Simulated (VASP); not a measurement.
# Si (Fd-3m) in VASP: a series of runs

Runs on Si. Level: PBE. Tasks: single point.

Everything below comes from runs of VASP 6.6.1. Logs are shortened: lines on timing, memory, paths and dates and some standing lists are left out, and cuts for length are marked.

### 1 The cell of the first run

Symmetry: Fd-3m, No. 227, cubic system. The conventional cell has a = 5.431 Å, b = 5.431 Å, c = 5.431 Å, α = 90.00°, β = 90.00°, γ = 90.00°. Within 3.1 Å of Si (site symmetry -43m) lie 4 Si at 2.35 Å.

### 2 Single point, PBE

INCAR reads:

```
PREC     = Accurate       # precision mode
ENCUT    = 520            # plane-wave cutoff, eV
EDIFF    = 1E-6           # SCF threshold, eV
ISMEAR   = -1             # smearing method
SIGMA    = 0.05           # smearing width, eV
LREAL    = F              # projectors in reciprocal space
LASPH    = T              # aspherical terms in the spheres
NELM     = 80             # most SCF steps
ALGO     = Normal         # electronic algorithm
ISIF     = 2              # what is computed and relaxed
LWAVE    = F              # write WAVECAR
LCHARG   = T              # write CHGCAR
GGA      = PE             # functional
LELF     = T              # ELF
LVHAR    = T            
NBANDS   = 11             # bands
```

KPOINTS reads:

```
regular mesh
0
Gamma
  10 10 10
```

POSCAR reads:

```
Si
1.0
    0.0000000000      2.7154800000      2.7154800000
    2.7154800000      0.0000000000      2.7154800000
    2.7154800000      2.7154800000      0.0000000000
Si
2
Direct
    0.5000000000      0.5000000000      0.5000000000
    0.7500000000      0.7500000000      0.7500000000
```

Potentials or basis: VASP PAW PBE potentials, release 64 (Si).

Run with:

```
cat potpaw_PBE.64/Si/POTCAR > POTCAR
mpirun -np 1 vasp_std > vasp.out
```

OUTCAR:

```text
PREC = Accurate
   ENCUT = 520
   EDIFF = 1E-6
   ISMEAR = -1
   LREAL = F
   LASPH = T
   NELM = 80
   ISIF = 2
   GGA = PE

 ion  position               nearest neighbor table
   1  0.500  0.500  0.500-   2 2.35   2 2.35   2 2.35   2 2.35
   2  0.750  0.750  0.750-   1 2.35   1 2.35   1 2.35   1 2.35

  LATTYP: Found a face centered cubic cell.
 ALAT       =     5.4309600000

  Lattice vectors:

 A1 = (   0.0000000000,   2.7154800000,   2.7154800000)
 A2 = (   2.7154800000,   0.0000000000,   2.7154800000)
 A3 = (   2.7154800000,   2.7154800000,   0.0000000000)

Analysis of symmetry for initial positions (statically):
=====================================================================
 Subroutine PRICEL returns:
 Original cell was already a primitive cell.

 Routine SETGRP: Setting up the symmetry group for a
 face centered cubic supercell.

 Subroutine GETGRP returns: Found 48 space group operations
 (whereof 24 operations were pure point group operations)
 out of a pool of 48 trial point group operations.

The static configuration has the point symmetry T_d .
 The point group associated with its full space group is O_h .

Analysis of symmetry for dynamics (positions and initial velocities):
=====================================================================
 Subroutine PRICEL returns:
 Original cell was already a primitive cell.

 Routine SETGRP: Setting up the symmetry group for a
 face centered cubic supercell.

 Subroutine GETGRP returns: Found 48 space group operations
 (whereof 24 operations were pure point group operations)
 out of a pool of 48 trial point group operations.

The dynamic configuration has the point symmetry T_d .
 The point group associated with its full space group is O_h .

 Subroutine INISYM returns: Found 48 space group operations
 (whereof 24 operations are pure point group operations),
 and found     1 'primitive' translations

----------------------------------------------------------------------------------------

                                     Primitive cell

  volume of cell :      40.0470

  direct lattice vectors                    reciprocal lattice vectors
     0.000000000  2.715480000  2.715480000    -0.184129509  0.184129509  0.184129509
     2.715480000  0.000000000  2.715480000     0.184129509 -0.184129509  0.184129509
     2.715480000  2.715480000  0.000000000     0.184129509  0.184129509 -0.184129509

  length of vectors
[... 83 lines left out ...]
   LREAL  =      F    real-space projection
   EDIFFG = 0.1E-04   stopping-criterion for IOM
   NSW    =      0    number of steps for IOM
   IBRION =     -1    ionic relax: 0-MD 1-quasi-New 2-CG
   NFREE  =      0    steps in history (QN), initial steepest desc. (CG)
   ISIF   =      2    stress and relaxation
   ISYM   =      2    0-nonsym 1-usesym 2-fastsym
   POTIM  = 0.5000    time-step for ionic-motion
   TEBEG  =    0.0;   TEEND  =   0.0 temperature during run
   PSTRESS=    0.0 pullay stress
   NELECT =       8.0000    total number of electrons
   NUPDOWN=      -1.0000    fix difference up-down
   EMIN   =  10.00;   EMAX   =-10.00  energy-range for DOS
   EFERMI =   0.00;   METHOD = LEGACY
   ISMEAR =    -1;   SIGMA  =   0.05  broadening in eV -4-tet -1-fermi 0-gaus
   EFERMI_NEDOS =   21; number of points for ismear=-14 and -15
   IALGO  =     38    algorithm
   IMIX   =      4    mixing-type and parameters
     AMIX     =   0.40;   BMIX     =  1.00
     AMIX_MAG =   1.60;   BMIX_MAG =  1.00
  volume/ion in A,a.u.               =      20.02       135.13
  Fermi-wavevector in a.u.,A,eV,Ry     =   0.957006  1.808480 12.461051  0.915861
  Thomas-Fermi vector in A             =   2.085986
   LORBIT       =      0    0 simple, 1 ext, 2 COOP (PROOUT), +10 PAW based schemes
   GGA     = PE    functional components
   LHFCALC =     F    Hartree Fock is set to
   AEXX    =    0.0000 exact exchange contribution
   IVDW    =     0    specifies the selected vdW correction
   LEPSILON=     F    determine dielectric tensor
   LRPA    =     F    only Hartree local field effects (RPA)
 non-spin polarized calculation
  energy-cutoff  :      520.00
  volume of cell :       40.05
 maximum number of plane-waves:      1091
 NGX is ok and might be reduce to    30
   NGX = 15   NGY = 15   NGZ = 15

 number of electron       8.0000000 magnetization

 Free energy of the ion-electron system (eV)
  ---------------------------------------------------
  ext. energy  EPLUGINS =         0.00000000
  ---------------------------------------------------
  free energy    TOTEN  =       -10.84421587 eV

  energy without entropy =      -10.84419438  energy(sigma->0) =      -10.84420513

 E-fermi :   6.1002     XC(G=0):  -9.4086

 val. band max:        5.8243117210   @ k =   0.0000   0.0000   0.0000
 cond. band min:       6.4063865904   @ k =   0.4000   0.4000   0.0000
 fundamental gap:      0.5820748694
 Fermi energy:         6.1002056626

 k-point     1 :       0.0000    0.0000    0.0000
  band No.  band energies     occupation
      1      -6.1320      2.00000
      2       5.8243      1.99200
      3       5.8243      1.99200
      4       5.8243      1.99200
      5       8.3901      0.00000
      6       8.3901      0.00000
      7       8.3901      0.00000
      8       9.1964      0.00000
      9      13.5444      0.00000
     10      13.5444      0.00000
     11      13.7833      0.00000
[... 309 lines left out ...]
 k-point    24 :       0.4000    0.3000    0.0000
  band No.  band energies     occupation
      1      -3.9700      2.00000
      2       0.4067      2.00000
      3       2.9718      2.00000
      4       3.3932      2.00000
      5       6.8757      0.00000
      6       8.0701      0.00000
      7      12.7810      0.00000
      8      12.8959      0.00000
      9      16.2950      0.00000
     10      16.5987      0.00000
     11      17.9861      0.00000

 [... further k-points ...]
[... 5 lines left out ...]
  --------------------------------------------------------------------------------------
  -------------------------------------------------------------------------------------
  Total        0.4827585      0.4827585      0.4827585     -0.0000000     -0.0000000     -0.0000000
  in kB       19.3139335     19.3139335     19.3139335     -0.0000000     -0.0000000     -0.0000000
  external PRESSURE =      19.3139335 kB  Pullay stress =       0.0000000 kB

 VOLUME and BASIS-vectors are now :
 -----------------------------------------------------------------------------
  energy-cutoff  :      520.00
  volume of cell :       40.05
      direct lattice vectors                 reciprocal lattice vectors
     0.000000000  2.715480000  2.715480000    -0.184129509  0.184129509  0.184129509
     2.715480000  0.000000000  2.715480000     0.184129509 -0.184129509  0.184129509
     2.715480000  2.715480000  0.000000000     0.184129509  0.184129509 -0.184129509

 POSITION                                       TOTAL-FORCE (eV/Angst)
 -----------------------------------------------------------------------------------
      2.71548      2.71548      2.71548        -0.000000     -0.000000     -0.000000
      4.07322      4.07322      4.07322         0.000000      0.000000      0.000000
 -----------------------------------------------------------------------------------
    total drift:                                0.000000     -0.000000     -0.000000

  FREE ENERGIE OF THE ION-ELECTRON SYSTEM (eV)
  ---------------------------------------------------
  free  energy   TOTEN  =       -10.8442158681 eV

  energy  without entropy=      -10.8441943825  energy(sigma->0) =      -10.84420513
```

OSZICAR:

```text
N       E                     dE             d eps       ncg     rms          rms(c)
DAV:   1     0.826141770629E+01    0.82614E+01   -0.32775E+03  1034   0.588E+02
DAV:   2    -0.104016249355E+02   -0.18663E+02   -0.18008E+02  1361   0.856E+01
DAV:   3    -0.110192039911E+02   -0.61758E+00   -0.61602E+00  1345   0.136E+01
DAV:   4    -0.110242895337E+02   -0.50855E-02   -0.50850E-02  1230   0.158E+00
DAV:   5    -0.110243378994E+02   -0.48366E-04   -0.48365E-04  1336   0.142E-01    0.488E+00
DAV:   6    -0.108996232703E+02    0.12471E+00   -0.71306E-02  1163   0.110E+00    0.298E+00
DAV:   7    -0.108427330812E+02    0.56890E-01   -0.13717E-01  1171   0.163E+00    0.184E-01
DAV:   8    -0.108439876030E+02   -0.12545E-02   -0.60043E-03  1190   0.418E-01    0.811E-02
DAV:   9    -0.108441897983E+02   -0.20220E-03   -0.19236E-04  1243   0.853E-02    0.597E-02
DAV:  10    -0.108442153616E+02   -0.25563E-04   -0.22372E-05  1237   0.272E-02    0.589E-03
DAV:  11    -0.108442158681E+02   -0.50660E-06   -0.19993E-06  1262   0.736E-03
   1 F= -.10844216E+02 E0= -.10844205E+02  d E =-.214857E-04
```

Wall time 19 s (1 thread of Intel Xeon Platinum 8375C at 2.90GHz (Ice Lake), shared host); peak memory 0.16 GiB.

What came out:

* Free energy: -10.8442 eV
* Pressure: 1.9 GPa
* Band gap on the k mesh: 0.58 eV, indirect (least direct gap 2.57 eV)

### 3 Single point, PBE

INCAR reads:

```
SYSTEM = Si
PREC = Accurate ; ENCUT = 500
EDIFF = 1E-6 ; ISMEAR = -1
SIGMA = 0.05 ; LREAL = .FALSE.
LASPH = .TRUE. ; NELM = 120
ALGO = Normal ; ISIF = 2
LWAVE = .FALSE. ; LCHARG = .TRUE.
GGA = PE ; LELF = .TRUE.
LVHAR = .TRUE. ; NBANDS = 11
GGA_COMPAT = .FALSE.
```

KPOINTS reads:

```
regular mesh
0
G
  10 10 10
  0 0 0
```

POSCAR is that of step 2.

Potentials or basis: VASP PAW PBE potentials, release 64 (Si).

Run with:

```
cat potpaw_PBE.64/Si/POTCAR > POTCAR
mpirun -np 1 vasp_std > vasp.out
```

It took 18 s on 1 thread of Intel Xeon 8259CL, shared host; peak memory 0.15 GiB.

Results (log left out):

```
Free energy            : -10.8442 eV
Pressure               : 1.9 GPa
Band gap on the k mesh : 0.58 eV, indirect (least direct gap 2.57 eV)
```

Levels at points of the mesh, in eV from the valence-band top:
| k point | band 2 | band 3 | band 4 | band 5 | band 6 | band 7 |
| --- | --- | --- | --- | --- | --- | --- |
| (0.00, 0.00, 0.00) | 0.00 | 0.00 | 0.00 | 2.57 | 2.57 | 2.57 |
| (0.50, 0.00, 0.00) | -6.96 | -1.20 | -1.20 | 1.54 | 3.34 | 3.34 |
| (0.50, 0.50, 0.00) | -7.81 | -2.85 | -2.85 | 0.71 | 0.71 | 10.11 |

### 4 Single point, PBE

INCAR reads:

```
SYSTEM = Si
ALGO = Normal ; EDIFF = 1E-6
ENCUT = 500 ; GGA = PE
GGA_COMPAT = .False. ; ISIF = 2
ISMEAR = -1 ; LASPH = .True.
LCHARG = .False. ; LREAL = .False.
LWAVE = .False. ; NBANDS = 11
NELM = 120 ; PREC = Accurate
SIGMA = 0.003
```

KPOINTS reads:

```
k-points
0
Gamma
  10 10 10
  0 0 0
```

POSCAR is that of step 3.

Potentials or basis: VASP PAW PBE potentials, release 64 (Si).

Run with:

```
cat potpaw_PBE.64/Si/POTCAR > POTCAR
mpirun -np 1 vasp_std > vasp.out
```

OUTCAR:

```text
SYSTEM = Si
   EDIFF = 1E-6
   ENCUT = 500
   GGA = PE
   ISIF = 2
   ISMEAR = -1
   LASPH = .True.
   LREAL = .False.
   NELM = 120
   PREC = Accurate

 ion  position               nearest neighbor table
   1  0.500  0.500  0.500-   2 2.35   2 2.35   2 2.35   2 2.35
   2  0.750  0.750  0.750-   1 2.35   1 2.35   1 2.35   1 2.35

  LATTYP: Found a face centered cubic cell.
 ALAT       =     5.4309600000

  Lattice vectors:

 A1 = (   0.0000000000,   2.7154800000,   2.7154800000)
 A2 = (   2.7154800000,   0.0000000000,   2.7154800000)
 A3 = (   2.7154800000,   2.7154800000,   0.0000000000)

Analysis of symmetry for initial positions (statically):
=====================================================================
 Subroutine PRICEL returns:
 Original cell was already a primitive cell.

 Routine SETGRP: Setting up the symmetry group for a
 face centered cubic supercell.

 Subroutine GETGRP returns: Found 48 space group operations
 (whereof 24 operations were pure point group operations)
 out of a pool of 48 trial point group operations.

The static configuration has the point symmetry T_d .
 The point group associated with its full space group is O_h .

Analysis of symmetry for dynamics (positions and initial velocities):
[... 166 lines left out ...]
 k-point     1 :       0.0000    0.0000    0.0000
  band No.  band energies     occupation
      1      -6.1320      2.00000
      2       5.8244      2.00000
      3       5.8244      2.00000
      4       5.8244      2.00000
      5       8.3901      0.00000
      6       8.3901      0.00000
      7       8.3901      0.00000
      8       9.1965      0.00000
      9      13.5444      0.00000
     10      13.5444      0.00000
     11      13.7834      0.00000
[... 309 lines left out ...]
 k-point    24 :       0.4000    0.3000    0.0000
  band No.  band energies     occupation
      1      -3.9700      2.00000
      2       0.4067      2.00000
      3       2.9718      2.00000
      4       3.3932      2.00000
      5       6.8757      0.00000
      6       8.0701      0.00000
      7      12.7810      0.00000
      8      12.8959      0.00000
      9      16.2950      0.00000
     10      16.5987      0.00000
     11      17.9861      0.00000

 [... further k-points ...]
[... 5 lines left out ...]
  --------------------------------------------------------------------------------------
  -------------------------------------------------------------------------------------
  Total        0.4825789      0.4825789      0.4825789      0.0000000     -0.0000000      0.0000000
  in kB       19.3067450     19.3067450     19.3067450      0.0000000     -0.0000000      0.0000000
  external PRESSURE =      19.3067450 kB  Pullay stress =       0.0000000 kB

 VOLUME and BASIS-vectors are now :
 -----------------------------------------------------------------------------
  energy-cutoff  :      500.00
  volume of cell :       40.05
      direct lattice vectors                 reciprocal lattice vectors
     0.000000000  2.715480000  2.715480000    -0.184129509  0.184129509  0.184129509
     2.715480000  0.000000000  2.715480000     0.184129509 -0.184129509  0.184129509
     2.715480000  2.715480000  0.000000000     0.184129509  0.184129509 -0.184129509

 POSITION                                       TOTAL-FORCE (eV/Angst)
 -----------------------------------------------------------------------------------
      2.71548      2.71548      2.71548        -0.000000     -0.000000     -0.000000
      4.07322      4.07322      4.07322         0.000000      0.000000      0.000000
 -----------------------------------------------------------------------------------
    total drift:                                0.000000      0.000000     -0.000000

  FREE ENERGIE OF THE ION-ELECTRON SYSTEM (eV)
  ---------------------------------------------------
  free  energy   TOTEN  =       -10.8441955711 eV

  energy  without entropy=      -10.8441955711  energy(sigma->0) =      -10.84419557
```

Wall time 16 s (1 thread of Intel Xeon 8259CL, shared host); peak memory 0.15 GiB.

Results:

```yaml
Free_energy: -10.8442 eV
Pressure: 1.9 GPa
Band_gap_on_the_k_mesh: 0.58 eV, indirect (least direct gap 2.57 eV)
```

Levels at points of the mesh, in eV from the valence-band top:
```tsv
k point	band 2	band 3	band 4	band 5	band 6	band 7
(0.00, 0.00, 0.00)	0.00	0.00	0.00	2.57	2.57	2.57
(0.50, 0.00, 0.00)	-6.96	-1.20	-1.20	1.54	3.34	3.34
(0.50, 0.50, 0.00)	-7.81	-2.85	-2.85	0.71	0.71	10.11
```

A k mesh can miss the band edges. A hybrid or GW would open this gap; PBE tends to underestimate it.

### 5 The runs side by side

| cutoff (eV) | smearing | gap on the mesh (eV) | pressure (GPa) |
| --- | --- | --- | --- |
| 520 | fermi-dirac 0.05 eV | 0.58 | 1.9 |
| 500 | fermi-dirac 0.05 eV | 0.58 | 1.9 |
| 500 | fermi-dirac 0.003 eV | 0.58 | 1.9 |

Alike in all rows: task single point; level PBE; potentials or basis VASP PAW PBE potentials, release 64 (Si); no spin polarisation; cell as given; k mesh 10 × 10 × 10.

On the cell as given the gap runs from 0.58 eV (PBE) to 0.58 eV (PBE).

Absolute energies hang on the potentials; compare differences alone.
